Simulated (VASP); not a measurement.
Here is a VASP 6.6.1 calculation.

File INCAR:

```
PREC     = Accurate       # precision mode
ENCUT    = 520            # plane-wave cutoff, eV
EDIFF    = 1E-6           # SCF threshold, eV
ISMEAR   = 0              # smearing method
SIGMA    = 0.15           # smearing width, eV
LREAL    = F              # projectors in reciprocal space
LASPH    = T              # aspherical terms in the spheres
NELM     = 80             # most SCF steps
ALGO     = Normal         # electronic algorithm
ISIF     = 2              # what is computed and relaxed
LWAVE    = F              # write WAVECAR
LCHARG   = F              # write CHGCAR
GGA      = PS             # functional
NBANDS   = 9              # bands
```

File KPOINTS:

```
Automatic mesh
0
Gamma
  24 24 14
```

POSCAR

```
Be
1.0
    2.1845268857      0.0000000000      0.0000000000
   -1.0922634429      1.8918557782      0.0000000000
    0.0000000000      0.0000000000      3.5108775000
Be
2
Direct
    0.3333333333      0.6666666667      0.2500000000
    0.6666666667      0.3333333333      0.7500000000
```

Potentials or basis: VASP PAW PBE potentials, release 64 (Be).

Run with:

```sh
$ cat potpaw_PBE.64/Be/POTCAR > POTCAR
$ mpirun -np 1 vasp_std > vasp.out
```

(1) Predict the pressure.

(2) What does it give for the band gap on the k mesh?

## Answers

(1) 11.2 GPa.

(2) zero (band 2 reaches 8.72 eV, above the bottom of band 3 at 6.65 eV).

Caveat: the cell differs from its parent crystal (strain -0.050 along x and y, -0.025 along z); the PAW data sets were made with another functional, which shifts forces and pressure a little.
